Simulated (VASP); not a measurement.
# Rb (I4_1/amd) in VASP: notebook, part 2 of 2

VASP 6.6.1. Earlier steps stand in the parts before.

### 3 Single point, PBE (57.17 Å³/atom)

This run uses another cell than the first one, of 57.17 Å³/atom.

File INCAR:

```
PREC     = Accurate       # precision mode
ENCUT    = 520            # plane-wave cutoff, eV
EDIFF    = 1E-7           # SCF threshold, eV
ISMEAR   = -1             # smearing method
SIGMA    = 0.08           # smearing width, eV
LREAL    = F              # projectors in reciprocal space
LASPH    = T              # aspherical terms in the spheres
NELM     = 60             # most SCF steps
ALGO     = Normal         # electronic algorithm
ISIF     = 2              # what is computed and relaxed
LWAVE    = F              # write WAVECAR
LCHARG   = T              # write CHGCAR
GGA      = PE             # functional
LELF     = T              # ELF
LVHAR    = T            
NBANDS   = 16             # bands
```

File KPOINTS:

```
Automatic mesh
0
Gamma
  9 9 9
```

File POSCAR:

```
Rb
1.0
   -3.7562007427      3.7562007427      2.0259734699
    3.7562007427     -3.7562007427      2.0259734699
    3.7562007427      3.7562007427     -2.0259734699
Rb
2
Direct
   -0.3750000000     -0.1250000000     -0.2500000000
    0.3750000000      0.1250000000      0.2500000000
```

Potentials or basis: VASP PAW PBE potentials, release 64 (Rb_sv).

Run with:

```sh
$ cat potpaw_PBE.64/Rb_sv/POTCAR > POTCAR
$ mpirun -np 1 vasp_std > vasp.out
```

OUTCAR:

```text
PREC = Accurate
   ENCUT = 520
   EDIFF = 1E-7
   ISMEAR = -1
   LREAL = F
   LASPH = T
   NELM = 60
   ISIF = 2
   GGA = PE

 ion  position               nearest neighbor table
   1  0.625  0.875  0.750-   2 3.89   2 3.89   2 3.89   2 3.89   2 4.83   2 4.83   2 4.83   2 4.83

   2  0.375  0.125  0.250-   1 3.89   1 3.89   1 3.89   1 3.89   1 4.83   1 4.83   1 4.83   1 4.83

  LATTYP: Found a body centered tetragonal cell.
 ALAT       =     7.5124014854
 C/A-ratio  =     0.5393677305

  Lattice vectors:

 A1 = (  -3.7562007427,   3.7562007427,   2.0259734699)
 A2 = (   3.7562007427,  -3.7562007427,   2.0259734699)
 A3 = (   3.7562007427,   3.7562007427,  -2.0259734699)

Analysis of symmetry for initial positions (statically):
=====================================================================
 Subroutine PRICEL returns:
 Original cell was already a primitive cell.

 Routine SETGRP: Setting up the symmetry group for a
 body centered tetragonal supercell.

 Subroutine GETGRP returns: Found 16 space group operations
 (whereof  4 operations were pure point group operations)
 out of a pool of 16 trial point group operations.

The static configuration has the point symmetry C_2h.
 The point group associated with its full space group is D_4h.

Analysis of symmetry for dynamics (positions and initial velocities):
=====================================================================
 Subroutine PRICEL returns:
 Original cell was already a primitive cell.

 Routine SETGRP: Setting up the symmetry group for a
 body centered tetragonal supercell.

 Subroutine GETGRP returns: Found 16 space group operations
 (whereof  4 operations were pure point group operations)
 out of a pool of 16 trial point group operations.

The dynamic configuration has the point symmetry C_2h.
 The point group associated with its full space group is D_4h.

 Subroutine INISYM returns: Found 16 space group operations
 (whereof  4 operations are pure point group operations),
 and found     1 'primitive' translations

----------------------------------------------------------------------------------------

                                     Primitive cell

  volume of cell :     114.3382

  direct lattice vectors                    reciprocal lattice vectors
    -3.756200743  3.756200743  2.025973470     0.000000000  0.133113226  0.246794940
     3.756200743 -3.756200743  2.025973470     0.133113226  0.000000000  0.246794940
     3.756200743  3.756200743 -2.025973470     0.133113226  0.133113226  0.000000000

  length of vectors
     5.685301798  5.685301798  5.685301798     0.280404838  0.280404838  0.188250530

  position of ions in fractional coordinates (direct lattice)
     0.625000000  0.875000000  0.750000000
     0.375000000  0.125000000  0.250000000

  ion indices of the primitive-cell ions
   primitive index   ion index
                 1           1
                 2           2

----------------------------------------------------------------------------------------

 KPOINTS: Automatic mesh

Automatic generation of k-mesh.
 Grid dimensions read from file:
 generate k-points for:    9    9    9

 Generating k-lattice:

  Cartesian coordinates                     Fractional coordinates (reciprocal lattice)
     0.000000000  0.014790358  0.027421660     0.111111111  0.000000000  0.000000000
     0.014790358  0.000000000  0.027421660     0.000000000  0.111111111  0.000000000
     0.014790358  0.014790358  0.000000000     0.000000000  0.000000000  0.111111111

  Length of vectors
     0.031156093  0.031156093  0.020916726

  Shift w.r.t. Gamma in fractional coordinates (k-lattice)
     0.000000000  0.000000000  0.000000000

 Subroutine IBZKPT returns following result:
 ===========================================

 Found     75 irreducible k-points:

 Following reciprocal coordinates:
            Coordinates               Weight
  0.000000  0.000000  0.000000      1.000000
  0.111111  0.000000  0.000000      8.000000
  0.222222 -0.000000  0.000000      8.000000
  0.333333  0.000000 -0.000000      8.000000
  0.444444 -0.000000  0.000000      8.000000
  0.111111  0.111111  0.000000      8.000000
[... 16 lines left out ...]
 -0.333333  0.333333  0.000000      4.000000
  0.444444  0.444444  0.000000      8.000000
 [... further k-points ...]
   k-points           NKPTS =     75   k-points in BZ     NKDIM =     75   number of bands    NBANDS=     16
   number of dos      NEDOS =    301   number of ions     NIONS =      2
   total plane-waves  NPLWV =  74088
   dimension x,y,z NGX =    42 NGY =   42 NGZ =   42
   dimension x,y,z NGXF=    84 NGYF=   84 NGZF=   84
   ions per type =               2
   NGX,Y,Z   is equivalent  to a cutoff of  12.28, 12.28, 12.28 a.u.
   NGXF,Y,Z  is equivalent  to a cutoff of  24.56, 24.56, 24.56 a.u.
 SYSTEM =  unknown system
   PREC   = accura    normal or accurate (medium, high low for compatibility)
   ISTART =      0    job   : 0-new  1-cont  2-samecut
   ICHARG =      2    charge: 1-file 2-atom 10-const
   ISPIN  =      1    spin polarized calculation?
   LNONCOLLINEAR =      F non collinear calculations
   LSORBIT =      F    spin-orbit coupling
   LASPH  =      T    aspherical Exc in radial PAW
   ENCUT  =  520.0 eV  38.22 Ry    6.18 a.u.  10.57 10.57 10.57*2*pi/ulx,y,z
   NELM   =     60;   NELMIN=  2; NELMDL= -5     # of ELM steps
   EDIFF  = 0.1E-06   stopping-criterion for ELM
   LREAL  =      F    real-space projection
   EDIFFG = 0.1E-05   stopping-criterion for IOM
   NSW    =      0    number of steps for IOM
   IBRION =     -1    ionic relax: 0-MD 1-quasi-New 2-CG
   NFREE  =      0    steps in history (QN), initial steepest desc. (CG)
   ISIF   =      2    stress and relaxation
   ISYM   =      2    0-nonsym 1-usesym 2-fastsym
   POTIM  = 0.5000    time-step for ionic-motion
   TEBEG  =    0.0;   TEEND  =   0.0 temperature during run
   PSTRESS=    0.0 pullay stress
   NELECT =      18.0000    total number of electrons
   NUPDOWN=      -1.0000    fix difference up-down
   EMIN   =  10.00;   EMAX   =-10.00  energy-range for DOS
   EFERMI =   0.00;   METHOD = LEGACY
   ISMEAR =    -1;   SIGMA  =   0.08  broadening in eV -4-tet -1-fermi 0-gaus
   EFERMI_NEDOS =   21; number of points for ismear=-14 and -15
   IALGO  =     38    algorithm
   IMIX   =      4    mixing-type and parameters
     AMIX     =   0.40;   BMIX     =  1.00
     AMIX_MAG =   1.60;   BMIX_MAG =  1.00
  volume/ion in A,a.u.               =      57.17       385.80
  Fermi-wavevector in a.u.,A,eV,Ry     =   0.883965  1.670452 10.631520  0.781395
  Thomas-Fermi vector in A             =   2.004802
   LORBIT       =      0    0 simple, 1 ext, 2 COOP (PROOUT), +10 PAW based schemes
   GGA     = PE    functional components
   LHFCALC =     F    Hartree Fock is set to
   AEXX    =    0.0000 exact exchange contribution
   IVDW    =     0    specifies the selected vdW correction
   LEPSILON=     F    determine dielectric tensor
   LRPA    =     F    only Hartree local field effects (RPA)
 non-spin polarized calculation
  energy-cutoff  :      520.00
  volume of cell :      114.34
 maximum number of plane-waves:      3099
   NGX = 21   NGY = 21   NGZ = 21

 number of electron      18.0000000 magnetization

 Free energy of the ion-electron system (eV)
  ---------------------------------------------------
  ext. energy  EPLUGINS =         0.00000000
  ---------------------------------------------------
  free energy    TOTEN  =        -1.26859456 eV

  energy without entropy =       -1.23061899  energy(sigma->0) =       -1.24960678

 E-fermi :   1.3905     XC(G=0):  -6.7306

 val. band max:        1.3830697536   @ k =   0.3333   0.1111   0.1111
 cond. band min:       1.3994035910   @ k =  -0.3333  -0.4444   0.1111
 fundamental gap:      0.0163338374
 Fermi energy:         1.3904904220

 k-point     1 :       0.0000    0.0000    0.0000
  band No.  band energies     occupation
      1     -27.6213      2.00000
      2     -27.5430      2.00000
      3     -11.9327      2.00000
      4     -11.9327      2.00000
      5     -11.5106      2.00000
      6     -11.5060      2.00000
[... 8 lines left out ...]
     15       4.9785      0.00000
     16       6.5001      0.00000
[... 419 lines left out ...]
 k-point    24 :       0.4444    0.4444    0.0000
  band No.  band energies     occupation
      1     -27.5801      2.00000
      2     -27.5783      2.00000
      3     -11.8006      2.00000
      4     -11.7779      2.00000
      5     -11.7117      2.00000
      6     -11.6802      2.00000
[... 8 lines left out ...]
     15       5.2264      0.00000
     16       5.4538      0.00000

 [... further k-points ...]

------------------------ aborting loop because EDIFF is reached ----------------------------------------

  FORCE on cell =-STRESS in cart. coord.  units (eV):
  Direction    XX          YY          ZZ          XY          YZ          ZX
  --------------------------------------------------------------------------------------
  -------------------------------------------------------------------------------------
  Total        2.2341944      2.2341944      2.3956106     -0.0000000      0.0000000      0.0000000
  in kB       31.3069096     31.3069096     33.5687740     -0.0000000      0.0000000      0.0000000
  external PRESSURE =      32.0608644 kB  Pullay stress =       0.0000000 kB

 VOLUME and BASIS-vectors are now :
 -----------------------------------------------------------------------------
  energy-cutoff  :      520.00
  volume of cell :      114.34
      direct lattice vectors                 reciprocal lattice vectors
    -3.756200743  3.756200743  2.025973470     0.000000000  0.133113226  0.246794940
     3.756200743 -3.756200743  2.025973470     0.133113226  0.000000000  0.246794940
     3.756200743  3.756200743 -2.025973470     0.133113226  0.133113226  0.000000000

 POSITION                                       TOTAL-FORCE (eV/Angst)
 -----------------------------------------------------------------------------------
      3.75620      1.87810      1.51948         0.000000      0.000000      0.000000
     -0.00000      1.87810      0.50649        -0.000000     -0.000000     -0.000000
 -----------------------------------------------------------------------------------
    total drift:                               -0.000000     -0.000000      0.000000

  FREE ENERGIE OF THE ION-ELECTRON SYSTEM (eV)
  ---------------------------------------------------
  free  energy   TOTEN  =        -1.2685945632 eV

  energy  without entropy=       -1.2306189916  energy(sigma->0) =       -1.24960678
```

Run time: 60 s. Hardware: 1 thread of AMD EPYC 9R45 (Zen 5), shared host; peak memory 0.28 GiB.

Results:

```yaml
Free_energy: -1.2686 eV
Pressure: 3.2 GPa
Band_gap_on_the_k_mesh: zero (bands 9 and 10 overlap by 1.44 eV)
```

Caveat: the cell stands under pressure.

### 4 Single point, PBE

This run uses another cell than the first one, of 64.79 Å³/atom.

File INCAR:

```
SYSTEM = Rb
ALGO     = Normal         ! electronic algorithm
EDIFF    = 1E-7           ! SCF threshold, eV
ENCUT    = 520            ! plane-wave cutoff, eV
GGA      = PE             ! functional
ISIF     = 2              ! what is computed and relaxed
ISMEAR   = -1             ! smearing method
LASPH    = .True.         ! aspherical terms in the spheres
LCHARG   = .False.        ! write CHGCAR
LREAL    = .False.        ! projectors in reciprocal space
LWAVE    = .False.        ! write WAVECAR
NBANDS   = 16             ! bands
NELM     = 100            ! most SCF steps
PREC     = Accurate       ! precision mode
SIGMA    = 0.08           ! smearing width, eV
```

File KPOINTS:

```
k-points
0
Gamma
  9 9 9
  0 0 0
```

File POSCAR:

```
Rb
1.0
   -3.9162284222      3.9162284222      2.1122872362
    3.9162284222     -3.9162284222      2.1122872362
    3.9162284222      3.9162284222     -2.1122872362
Rb
2
Direct
   -0.3750000000     -0.1250000000     -0.2500000000
    0.3750000000      0.1250000000      0.2500000000
```

Run with:

```sh
$ cat potpaw_PBE.64/Rb_sv/POTCAR > POTCAR
$ mpirun -np 1 vasp_std > vasp.out
```

Wall time 88 s (1 thread of AMD EPYC 9R45 (Zen 5), shared host); peak memory 0.35 GiB.

It converged, with:

```yaml
Free_energy: -1.5078 eV
Pressure: 1.9 GPa
Band_gap_on_the_k_mesh: zero (bands 9 and 10 overlap by 1.47 eV)
```

Stress tensor (GPa, compression positive):
```
1.87 0.00 0.00
0.00 1.87 0.00
0.00 0.00 2.02
```

Levels at points of the mesh, in eV from the Fermi level:
| k point | band 7 | band 8 | band 9 | band 10 | band 11 | band 12 |
| --- | --- | --- | --- | --- | --- | --- |
| (0.00, 0.00, 0.00) | -12.90 | -12.90 | -2.45 | 0.45 | 1.90 | 2.59 |

### 5 Summary

```tsv
cell	gap on the mesh (eV)	pressure (GPa)
a = 5.420 Å, angles 97.3, 97.3, 138.2°, 2 atoms	none	5.2
a = 5.685 Å, angles 97.3, 97.3, 138.2°, 2 atoms	none	3.2
a = 5.928 Å, angles 97.3, 97.3, 138.2°, 2 atoms	none	1.9
```

Alike in all rows: task single point; level PBE; potentials or basis VASP PAW PBE potentials, release 64 (Rb_sv); no spin polarisation; k mesh 9 × 9 × 9; cutoff (eV) 520; smearing fermi-dirac 0.08 eV.

Caveats: the cell stands under pressure (at least some runs).

Total energies depend on the potentials used, so only differences within one code and one set of settings carry meaning.
